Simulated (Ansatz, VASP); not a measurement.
# One calculation of NaTm, two programs

The input INCAR:

```
PREC     = Accurate       # precision mode
ENCUT    = 600            # plane-wave cutoff, eV
EDIFF    = 1E-6           # SCF threshold, eV
ISMEAR   = -1             # smearing method
SIGMA    = 0.05           # smearing width, eV
LREAL    = False          # projectors in reciprocal space
LASPH    = True           # aspherical terms in the spheres
NELM     = 200            # most SCF steps
ALGO     = Normal         # electronic algorithm
ISIF     = 2              # what is computed and relaxed
LWAVE    = False          # write WAVECAR
LCHARG   = False          # write CHGCAR
GGA      = PE             # functional
NBANDS   = 22             # bands
GGA_COMPAT= False        
LMAXMIX  = 6              # l up to which the mixer works
```

KPOINTS

```
regular mesh
0
Gamma
  13 13 6
```

POSCAR

```
NaTm
1.0
    3.6977872535      0.0000000000      0.0000000000
   -1.8488936268      3.2023776993      0.0000000000
    0.0000000000      0.0000000000      6.6998588446
Na Tm
1 1
Direct
    0.0000000000      0.0000000000      0.5000000000
    0.6666666667      0.3333333333      0.0000000000
```

Input for Ansatz:

```yaml
crystal:
  lattice:
    - [3.6977872535, 0.0, 0.0]
    - [-1.8488936268, 3.2023776993, 0.0]
    - [0.0, 0.0, 6.6998588446]
  atoms:
    - { symbol: Na, position: [0.0, 0.0, 0.5] }
    - { symbol: Tm, position: [0.6666666667, 0.3333333333, 0.0] }
kpoints:
  mp_grid: { grid: [13, 13, 6] }
scf:
  occupations: { method: fermi_dirac, width: 0.05 }
hamiltonian:
  xc: pbe
  pseudopotentials: { kind: paw }
output:
  forces: true
  stress: true
  eigenvalues: true
  write_density: true
  write_potential: true
  elf: true
  volumetric_format: npy
```

Change from the starting cell: volume scaled by 1.25, no spin polarisation, PAW files.

Alike in both runs: task single point; functional PBE; k mesh 13 × 13 × 6; occupations fermi-dirac, width 0.05 eV; no spin polarisation.

```csv
,VASP,Ansatz
version,VASP 6.6.1,Ansatz 0.2.0
potentials or method,"VASP PAW PBE potentials, release 64 (Na_pv, Tm)","PAW with Ansatz's default frozen-core files, scalar-relativistic"
plane-wave cutoff (eV),600,420
valence electrons in the cell,30,32
```

```csv
,VASP,Ansatz,Ansatz less VASP
pressure (GPa),-0.9,-0.4,+0.49
"traceless stress, the component that is largest in VASP (GPa)",-0.88,-0.78,+0.104
```

The functional is the same, so the differences come from potentials, cutoffs and numerics. VASP's potentials hold 30 valence electrons a cell and Ansatz's 32, so a difference there can come from the potentials and not from the codes.

Neither program's run includes spin-orbit coupling.
